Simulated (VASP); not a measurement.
A run of VASP 6.6.1 is set up as follows.

File INCAR:

```
  ALGO = Normal
  EDIFF = 1E-6
  ENCUT = 500
  GGA = PE
  GGA_COMPAT = False
  ISIF = 2
  ISMEAR = 0
  LASPH = True
  LCHARG = False
  LREAL = False
  LWAVE = False
  NBANDS = 13
  NELM = 120
  PREC = Accurate
  SIGMA = 0.1
```

Contents of KPOINTS:

```
k-points
0
Gamma
  10 10 10
```

The input POSCAR:

```
Ge
1.0
    0.0000000000      2.0008743033      2.0008743033
    2.0008743033      0.0000000000      2.0008743033
    2.0008743033      2.0008743033      0.0000000000
Ge
1
Direct
    0.0000000000      0.0000000000      0.0000000000
```

Potentials or basis: VASP PAW PBE potentials, release 64 (Ge_d).

The run is started by

```console
$ cat potpaw_PBE.64/Ge_d/POTCAR > POTCAR
$ mpirun -np 1 vasp_std > vasp.out
```

**Question.** Estimate the band gap on the k mesh.

**Answer.** Zero (band 7 reaches 19.42 eV, above the bottom of band 8 at 6.04 eV).

**Question.** Predict the pressure.

**Answer.** 19.0 GPa.
